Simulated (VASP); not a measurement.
# LiF (rock salt type) in VASP: further runs

LiF (rock salt type) is run at these levels: PBE; tasks: single point.

Program: VASP 6.6.1. These are calculated values, not measurements. Logs are shortened: lines on timing, memory, paths and dates and some standing lists are left out, and cuts for length are marked.

### Step 1. The cell of the first run

The structure is trigonal, space group R3m (No. 160). Conventional cell: a = 2.878 Å, b = 2.878 Å, c = 7.049 Å, α = 90.00°, β = 90.00°, γ = 120.00°. Li (site symmetry 3m) has 6 F at 2.00 to 2.07 Å within 2.7 Å. Within 2.7 Å of F (site symmetry 3m) lie 6 Li at 2.00 to 2.07 Å.

### Step 2. Single point, PBE

The input, INCAR:

```
ALGO     = Normal         # electronic algorithm
EDIFF    = 1E-7           # SCF threshold, eV
ENCUT    = 520            # plane-wave cutoff, eV
GGA      = PE             # functional
ISIF     = 2              # what is computed and relaxed
ISMEAR   = -1             # smearing method
LASPH    = T              # aspherical terms in the spheres
LCHARG   = T              # write CHGCAR
LELF     = T              # ELF
LREAL    = F              # projectors in reciprocal space
LVHAR    = T            
LWAVE    = F              # write WAVECAR
NBANDS   = 12             # bands
NELM     = 100            # most SCF steps
PREC     = Accurate       # precision mode
SIGMA    = 0.05           # smearing width, eV
```

The input, KPOINTS:

```
k-points
0
Gamma
  4 4 4
```

The input, POSCAR:

```
LiF
1.0
    0.0000000000      2.0350000000      2.0350000000
    2.0350000000      0.0000000000      2.0350000000
    2.0350000000      2.0350000000      0.0000000000
Li F
1 1
Direct
    0.0085113062      0.0085113062      0.0085113062
    0.5000000000      0.5000000000      0.5000000000
```

Potentials or basis: VASP PAW PBE potentials, release 64 (Li_sv, F).

Started as:

```
$ cat potpaw_PBE.64/Li_sv/POTCAR potpaw_PBE.64/F/POTCAR > POTCAR
$ mpirun -np 1 vasp_std > vasp.out
```

OUTCAR:

```text
EDIFF = 1E-7
   ENCUT = 520
   GGA = PE
   ISIF = 2
   ISMEAR = -1
   LASPH = T
   LREAL = F
   NELM = 100
   PREC = Accurate

 ion  position               nearest neighbor table
   1  0.009  0.009  0.009-   2 2.00   2 2.00   2 2.00   2 2.07   2 2.07   2 2.07
   2  0.500  0.500  0.500-   1 2.00   1 2.00   1 2.00   1 2.07   1 2.07   1 2.07

  LATTYP: Found a face centered cubic cell.
 ALAT       =     4.0700000000

  Lattice vectors:

 A1 = (   0.0000000000,   2.0350000000,   2.0350000000)
 A2 = (   2.0350000000,   0.0000000000,   2.0350000000)
 A3 = (   2.0350000000,   2.0350000000,   0.0000000000)

Analysis of symmetry for initial positions (statically):
=====================================================================
 Subroutine PRICEL returns:
 Original cell was already a primitive cell.

 Routine SETGRP: Setting up the symmetry group for a
 face centered cubic supercell.

 Subroutine GETGRP returns: Found  6 space group operations
 (whereof  6 operations were pure point group operations)
 out of a pool of 48 trial point group operations.

The static configuration has the point symmetry C_3v.

Analysis of symmetry for dynamics (positions and initial velocities):
=====================================================================
 Subroutine PRICEL returns:
 Original cell was already a primitive cell.

 Routine SETGRP: Setting up the symmetry group for a
 face centered cubic supercell.

 Subroutine GETGRP returns: Found  6 space group operations
 (whereof  6 operations were pure point group operations)
 out of a pool of 48 trial point group operations.

The dynamic configuration has the point symmetry C_3v.

 Subroutine INISYM returns: Found  6 space group operations
 (whereof  6 operations are pure point group operations),
 and found     1 'primitive' translations

----------------------------------------------------------------------------------------

                                     Primitive cell

  volume of cell :      16.8548

  direct lattice vectors                    reciprocal lattice vectors
     0.000000000  2.035000000  2.035000000    -0.245700246  0.245700246  0.245700246
     2.035000000  0.000000000  2.035000000     0.245700246 -0.245700246  0.245700246
     2.035000000  2.035000000  0.000000000     0.245700246  0.245700246 -0.245700246

  length of vectors
     2.877924599  2.877924599  2.877924599     0.425565309  0.425565309  0.425565309

  position of ions in fractional coordinates (direct lattice)
     0.008511306  0.008511306  0.008511306
     0.500000000  0.500000000  0.500000000

  ion indices of the primitive-cell ions
   primitive index   ion index
                 1           1
                 2           2

----------------------------------------------------------------------------------------

 KPOINTS: k-points

Automatic generation of k-mesh.
 Grid dimensions read from file:
 generate k-points for:    4    4    4

 Generating k-lattice:

  Cartesian coordinates                     Fractional coordinates (reciprocal lattice)
    -0.061425061  0.061425061  0.061425061     0.250000000  0.000000000  0.000000000
     0.061425061 -0.061425061  0.061425061     0.000000000  0.250000000  0.000000000
     0.061425061  0.061425061 -0.061425061     0.000000000  0.000000000  0.250000000

  Length of vectors
     0.106391327  0.106391327  0.106391327

  Shift w.r.t. Gamma in fractional coordinates (k-lattice)
     0.000000000  0.000000000  0.000000000

 Subroutine IBZKPT returns following result:
 ===========================================

 Found     13 irreducible k-points:

 Following reciprocal coordinates:
            Coordinates               Weight
  0.000000  0.000000  0.000000      1.000000
  0.250000  0.000000  0.000000      6.000000
  0.250000  0.250000  0.250000      2.000000
  0.500000  0.000000  0.000000      3.000000
  0.500000  0.500000  0.500000      1.000000
  0.250000  0.250000  0.000000      6.000000
  0.500000  0.250000  0.000000     12.000000
  0.250000  0.250000 -0.250000      6.000000
  0.500000  0.250000  0.500000      6.000000
 -0.250000  0.250000  0.000000      6.000000
  0.250000  0.250000  0.500000      6.000000
  0.500000  0.500000  0.000000      3.000000
 -0.250000  0.500000  0.250000      6.000000
   k-points           NKPTS =     13   k-points in BZ     NKDIM =     13   number of bands    NBANDS=     12
   number of dos      NEDOS =    301   number of ions     NIONS =      2
   total plane-waves  NPLWV =  13824
   dimension x,y,z NGX =    24 NGY =   24 NGZ =   24
   dimension x,y,z NGXF=    48 NGYF=   48 NGZF=   48
   ions per type =               1   1
   NGX,Y,Z   is equivalent  to a cutoff of  13.86, 13.86, 13.86 a.u.
   NGXF,Y,Z  is equivalent  to a cutoff of  27.73, 27.73, 27.73 a.u.
 SYSTEM =  unknown system
   PREC   = accura    normal or accurate (medium, high low for compatibility)
   ISTART =      0    job   : 0-new  1-cont  2-samecut
   ICHARG =      2    charge: 1-file 2-atom 10-const
   ISPIN  =      1    spin polarized calculation?
   LNONCOLLINEAR =      F non collinear calculations
   LSORBIT =      F    spin-orbit coupling
   LASPH  =      T    aspherical Exc in radial PAW
   ENCUT  =  520.0 eV  38.22 Ry    6.18 a.u.   5.35  5.35  5.35*2*pi/ulx,y,z
   NELM   =    100;   NELMIN=  2; NELMDL= -5     # of ELM steps
   EDIFF  = 0.1E-06   stopping-criterion for ELM
   LREAL  =      F    real-space projection
   EDIFFG = 0.1E-05   stopping-criterion for IOM
   NSW    =      0    number of steps for IOM
   IBRION =     -1    ionic relax: 0-MD 1-quasi-New 2-CG
   NFREE  =      0    steps in history (QN), initial steepest desc. (CG)
   ISIF   =      2    stress and relaxation
   ISYM   =      2    0-nonsym 1-usesym 2-fastsym
   POTIM  = 0.5000    time-step for ionic-motion
   TEBEG  =    0.0;   TEEND  =   0.0 temperature during run
   PSTRESS=    0.0 pullay stress
   NELECT =      10.0000    total number of electrons
   NUPDOWN=      -1.0000    fix difference up-down
   EMIN   =  10.00;   EMAX   =-10.00  energy-range for DOS
   EFERMI =   0.00;   METHOD = LEGACY
   ISMEAR =    -1;   SIGMA  =   0.05  broadening in eV -4-tet -1-fermi 0-gaus
   EFERMI_NEDOS =   21; number of points for ismear=-14 and -15
   IALGO  =     38    algorithm
   IMIX   =      4    mixing-type and parameters
     AMIX     =   0.40;   BMIX     =  1.00
     AMIX_MAG =   1.60;   BMIX_MAG =  1.00
  volume/ion in A,a.u.               =       8.43        56.87
  Fermi-wavevector in a.u.,A,eV,Ry     =   1.375626  2.599556 25.746948  1.892347
  Thomas-Fermi vector in A             =   2.500945
   LORBIT       =      0    0 simple, 1 ext, 2 COOP (PROOUT), +10 PAW based schemes
   GGA     = PE    functional components
   LHFCALC =     F    Hartree Fock is set to
   AEXX    =    0.0000 exact exchange contribution
   IVDW    =     0    specifies the selected vdW correction
   LEPSILON=     F    determine dielectric tensor
   LRPA    =     F    only Hartree local field effects (RPA)
 non-spin polarized calculation
  energy-cutoff  :      520.00
  volume of cell :       16.85
 maximum number of plane-waves:       465
 NGX is ok and might be reduce to    24
   NGX = 11   NGY = 11   NGZ = 11

 number of electron      10.0000000 magnetization

 number of electron       9.9999992 magnetization

 Free energy of the ion-electron system (eV)
  ---------------------------------------------------
  ext. energy  EPLUGINS =         0.00000000
  ---------------------------------------------------
  free energy    TOTEN  =        -9.63695793 eV

  energy without entropy =       -9.63695793  energy(sigma->0) =       -9.63695793

 E-fermi :  -0.0064     XC(G=0):  -9.8295

 val. band max:       -1.1979811341   @ k =   0.0000   0.0000   0.0000
 cond. band min:       7.6097632107   @ k =   0.0000   0.0000   0.0000
 fundamental gap:      8.8077443448
 Fermi energy:        -0.0064341984

 k-point     1 :       0.0000    0.0000    0.0000
  band No.  band energies     occupation
      1     -42.1935      2.00000
      2     -21.0916      2.00000
      3      -1.2046      2.00000
      4      -1.2046      2.00000
      5      -1.1980      2.00000
      6       7.6098      0.00000
      7      22.1115      0.00000
      8      22.2736      0.00000
      9      22.2736      0.00000
     10      22.9049      0.00000
     11      22.9049      0.00000
     12      23.0941      0.00000

 k-point     2 :       0.2500    0.0000    0.0000
  band No.  band energies     occupation
      1     -42.1680      2.00000
      2     -20.8940      2.00000
      3      -2.5240      2.00000
      4      -1.3171      2.00000
      5      -1.3117      2.00000
      6       8.8899      0.00000
      7      16.4634      0.00000
      8      19.0675      0.00000
      9      19.0721      0.00000
     10      25.3137      0.00000
     11      25.9182      0.00000
     12      25.9891      0.00000

 k-point     3 :       0.2500    0.2500    0.2500
  band No.  band energies     occupation
      1     -42.1681      2.00000
      2     -20.8930      2.00000
      3      -2.5228      2.00000
      4      -1.3165      2.00000
      5      -1.3165      2.00000
      6       8.8940      0.00000
      7      16.4601      0.00000
      8      19.0542      0.00000
      9      19.0542      0.00000
     10      25.3883      0.00000
     11      25.9413      0.00000
     12      25.9413      0.00000
[... 121 lines left out ...]
 k-point    12 :       0.5000    0.5000    0.0000
  band No.  band energies     occupation
      1     -42.1289      2.00000
      2     -20.4393      2.00000
      3      -4.0747      2.00000
      4      -2.1576      2.00000
      5      -2.1507      2.00000
      6      13.3082      0.00000
      7      15.0969      0.00000
      8      15.8336      0.00000
      9      18.6784      0.00000
     10      18.7764      0.00000
     11      31.3024      0.00000
     12      36.3992      0.00000

 k-point    13 :      -0.2500    0.5000    0.2500
  band No.  band energies     occupation
      1     -42.1281      2.00000
      2     -20.4627      2.00000
      3      -3.1838      2.00000
      4      -3.1833      2.00000
      5      -1.9678      2.00000
      6      13.5914      0.00000
      7      13.6019      0.00000
      8      15.8945      0.00000
      9      17.7017      0.00000
     10      25.8241      0.00000
     11      25.8398      0.00000
     12      32.0663      0.00000

------------------------ aborting loop because EDIFF is reached ----------------------------------------

  FORCE on cell =-STRESS in cart. coord.  units (eV):
  Direction    XX          YY          ZZ          XY          YZ          ZX
  --------------------------------------------------------------------------------------
  -------------------------------------------------------------------------------------
  Total       -0.0416998     -0.0416998     -0.0416998     -0.0012616     -0.0012616     -0.0012616
  in kB       -3.9638919     -3.9638919     -3.9638919     -0.1199234     -0.1199234     -0.1199234
  external PRESSURE =      -3.9638919 kB  Pullay stress =       0.0000000 kB

 VOLUME and BASIS-vectors are now :
 -----------------------------------------------------------------------------
  energy-cutoff  :      520.00
  volume of cell :       16.85
      direct lattice vectors                 reciprocal lattice vectors
     0.000000000  2.035000000  2.035000000    -0.245700246  0.245700246  0.245700246
     2.035000000  0.000000000  2.035000000     0.245700246 -0.245700246  0.245700246
     2.035000000  2.035000000  0.000000000     0.245700246  0.245700246 -0.245700246

 POSITION                                       TOTAL-FORCE (eV/Angst)
 -----------------------------------------------------------------------------------
      0.03464      0.03464      0.03464        -0.047947     -0.047947     -0.047947
      2.03500      2.03500      2.03500         0.047947      0.047947      0.047947
 -----------------------------------------------------------------------------------
    total drift:                               -0.000048     -0.000048     -0.000048

  FREE ENERGIE OF THE ION-ELECTRON SYSTEM (eV)
  ---------------------------------------------------
  free  energy   TOTEN  =        -9.6369579315 eV

  energy  without entropy=       -9.6369579314  energy(sigma->0) =       -9.63695793
```

Wall time 4.4 s (1 thread of Intel Xeon Platinum 8259CL at 2.50GHz (Skylake/Cascade Lake), shared host); peak memory 0.13 GiB.

Results:

| Property | Result |
| --- | --- |
| Free energy | -9.6370 eV |
| Largest force | 0.083 eV/Å |
| Band gap on the k mesh | 8.81 eV, direct |

Forces on the atoms (eV/Å):
```
Li  -0.048 -0.048 -0.048
F    0.048  0.048  0.048
```

Levels at points of the mesh, in eV from the valence-band top:
```tsv
k point	band 1	band 2	band 3	band 4	band 5	band 6	band 7	band 8	band 9	band 10
(0.00, 0.00, 0.00)	-41.00	-19.89	-0.01	-0.01	0.00	8.81	23.31	23.47	23.47	24.10
(0.50, 0.00, 0.00)	-40.94	-19.48	-2.43	-0.23	-0.22	10.61	16.34	18.66	18.69	29.77
(0.50, 0.50, 0.50)	-40.94	-19.48	-2.43	-0.22	-0.22	10.61	16.36	18.64	18.64	29.79
(0.50, 0.50, 0.00)	-40.93	-19.24	-2.88	-0.96	-0.95	14.51	16.29	17.03	19.88	19.97
```

Caveat: the k points lie up to 0.67 Å⁻¹ apart; the cutoff is under 1.25 times the usual one of these potentials, so pressure, stress and relaxed cells hold a basis-set (Pulay) error. As with any semilocal functional, this PBE gap is likely too small.

### Step 3. Single point, PBE

The input, INCAR:

```
PREC     = Accurate       # precision mode
ENCUT    = 520            # plane-wave cutoff, eV
EDIFF    = 1E-6           # SCF threshold, eV
ISMEAR   = -1             # smearing method
SIGMA    = 0.1            # smearing width, eV
LREAL    = False          # projectors in reciprocal space
LASPH    = True           # aspherical terms in the spheres
NELM     = 60             # most SCF steps
ALGO     = Normal         # electronic algorithm
ISIF     = 2              # what is computed and relaxed
LWAVE    = False          # write WAVECAR
LCHARG   = False          # write CHGCAR
GGA      = PE             # functional
NBANDS   = 12             # bands
```

The input, KPOINTS:

```
Automatic mesh
0
Gamma
  8 8 8
```

Changes to POSCAR since step 2:

```diff
@@ -8,3 +8,3 @@
 Direct
-    0.0085113062      0.0085113062      0.0085113062
+    0.0000000000      0.0000000000      0.0000000000
     0.5000000000      0.5000000000      0.5000000000
```

Potentials or basis: VASP PAW PBE potentials, release 64 (Li_sv, F).

Started as:

```
$ cat potpaw_PBE.64/Li_sv/POTCAR potpaw_PBE.64/F/POTCAR > POTCAR
$ mpirun -np 1 vasp_std > vasp.out
```

OUTCAR:

```text
PREC = Accurate
   ENCUT = 520
   EDIFF = 1E-6
   ISMEAR = -1
   LREAL = False
   LASPH = True
   NELM = 60
   ISIF = 2
   GGA = PE

 ion  position               nearest neighbor table
   1  0.000  0.000  0.000-   2 2.04   2 2.04   2 2.04   2 2.04   2 2.04   2 2.04
   2  0.500  0.500  0.500-   1 2.04   1 2.04   1 2.04   1 2.04   1 2.04   1 2.04

  LATTYP: Found a face centered cubic cell.
 ALAT       =     4.0700000000

  Lattice vectors:

 A1 = (   0.0000000000,   2.0350000000,   2.0350000000)
 A2 = (   2.0350000000,   0.0000000000,   2.0350000000)
[... 539 lines left out ...]
      8      17.4692      0.00000
      9      17.6011      0.00000
     10      25.9567      0.00000
     11      27.0485      0.00000
     12      32.4455      0.00000

 [... further k-points ...]
[... 5 lines left out ...]
  --------------------------------------------------------------------------------------
  -------------------------------------------------------------------------------------
  Total       -0.0589971     -0.0589971     -0.0589971      0.0000000     -0.0000000      0.0000000
  in kB       -5.6081274     -5.6081274     -5.6081274      0.0000000     -0.0000000      0.0000000
  external PRESSURE =      -5.6081274 kB  Pullay stress =       0.0000000 kB

 VOLUME and BASIS-vectors are now :
 -----------------------------------------------------------------------------
  energy-cutoff  :      520.00
  volume of cell :       16.85
      direct lattice vectors                 reciprocal lattice vectors
     0.000000000  2.035000000  2.035000000    -0.245700246  0.245700246  0.245700246
     2.035000000  0.000000000  2.035000000     0.245700246 -0.245700246  0.245700246
     2.035000000  2.035000000  0.000000000     0.245700246  0.245700246 -0.245700246

 POSITION                                       TOTAL-FORCE (eV/Angst)
 -----------------------------------------------------------------------------------
      0.00000      0.00000      0.00000        -0.000000     -0.000000      0.000000
      2.03500      2.03500      2.03500         0.000000      0.000000     -0.000000
 -----------------------------------------------------------------------------------
    total drift:                               -0.000000     -0.000000      0.000000

  FREE ENERGIE OF THE ION-ELECTRON SYSTEM (eV)
  ---------------------------------------------------
  free  energy   TOTEN  =        -9.6409201036 eV

  energy  without entropy=       -9.6409201036  energy(sigma->0) =       -9.64092010
```

OSZICAR:

```text
N       E                     dE             d eps       ncg     rms          rms(c)
DAV:   1     0.300967662673E+02    0.30097E+02   -0.52792E+03   736   0.849E+02
DAV:   2    -0.907730416299E+01   -0.39174E+02   -0.38332E+02   828   0.182E+02
DAV:   3    -0.101439506186E+02   -0.10666E+01   -0.10648E+01   916   0.264E+01
DAV:   4    -0.101527633025E+02   -0.88127E-02   -0.88123E-02   808   0.273E+00
DAV:   5    -0.101528598661E+02   -0.96564E-04   -0.96563E-04   912   0.208E-01    0.455E+00
DAV:   6    -0.962954582104E+01    0.52331E+00   -0.25477E+00   764   0.982E+00    0.141E+00
DAV:   7    -0.963384108001E+01   -0.42953E-02   -0.17601E-02   944   0.117E+00    0.867E-01
DAV:   8    -0.964080094033E+01   -0.69599E-02   -0.15650E-02   844   0.129E+00    0.112E-01
DAV:   9    -0.964082901011E+01   -0.28070E-04   -0.92400E-04   824   0.275E-01    0.438E-02
DAV:  10    -0.964091650454E+01   -0.87494E-04   -0.14348E-04   784   0.927E-02    0.156E-02
DAV:  11    -0.964091951498E+01   -0.30104E-05   -0.65733E-06   864   0.240E-02    0.175E-03
DAV:  12    -0.964092010364E+01   -0.58866E-06   -0.54475E-07   812   0.637E-03
   1 F= -.96409201E+01 E0= -.96409201E+01  d E =-.358030E-10
```

stdout:

```text
POSCAR found type information on POSCAR LiF
 POSCAR found :  2 types and       2 ions
 scaLAPACK will be used
 LDA part: xc-table for (Slater+PW92), standard interpolation
 POSCAR, INCAR and KPOINTS ok, starting setup
 FFT: planning ... GRIDC
 FFT: planning ... GRID_SOFT
 FFT: planning ... GRID
 WAVECAR not read
 entering main loop
```

Run time: 6.7 s. Hardware: 1 thread of Intel Xeon Platinum 8259CL at 2.50GHz (Skylake/Cascade Lake), shared host; peak memory 0.13 GiB.

What came out:

- Free energy: -9.6409 eV
- Band gap on the k mesh: 8.82 eV, direct

Levels at points of the mesh, in eV from the valence-band top:
```tsv
k point	band 2	band 3	band 4	band 5	band 6	band 7	band 8	band 9
(0.00, 0.00, 0.00)	-19.89	0.00	0.00	0.00	8.82	23.56	23.56	23.56
(0.50, 0.00, 0.00)	-19.48	-2.42	-0.22	-0.22	10.61	16.37	18.65	18.65
(0.50, 0.50, 0.00)	-19.24	-2.87	-0.95	-0.95	14.52	16.32	17.07	19.87
```

Caveat: the cutoff is under 1.25 times the usual one of these potentials, so pressure, stress and relaxed cells hold a basis-set (Pulay) error. A k mesh can miss the band edges.
